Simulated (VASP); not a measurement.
A run of VASP 6.6.1:

The input INCAR:

```
PREC = Accurate
ENCUT = 520
EDIFF = 1E-6
ISMEAR = 0
SIGMA = 0.01
LREAL = False
LASPH = True
NELM = 60
ALGO = Normal
ISIF = 2
LWAVE = False
LCHARG = False
GGA = PE
NBANDS = 16
```

Contents of KPOINTS:

```
regular mesh
0
Gamma
  6 6 6
```

Contents of POSCAR:

```
GaN
1.0
    0.0000000000      2.1085153685      2.1085153685
    2.1085153685      0.0000000000      2.1085153685
    2.1085153685      2.1085153685      0.0000000000
Ga N
1 1
Direct
    0.5000000000      0.5000000000      0.5000000000
    0.0000000000      0.0000000000      0.0000000000
```

Potentials or basis: VASP PAW PBE potentials, release 64 (Ga_d, N).

The run is started by

```sh
$ cat potpaw_PBE.64/Ga_d/POTCAR potpaw_PBE.64/N/POTCAR > POTCAR
$ mpirun -np 1 vasp_std > vasp.out
```

Hardware: 1 thread of AMD EPYC 7R13 Processor (Zen 3) (shared host).

Q: How long does it take, and how much memory?

A: Run time: 5.3 s on 1 thread of AMD EPYC 7R13 Processor (Zen 3), on a shared host, peak memory 0.1 GiB. Counts: scf iterations 13, k points 16.
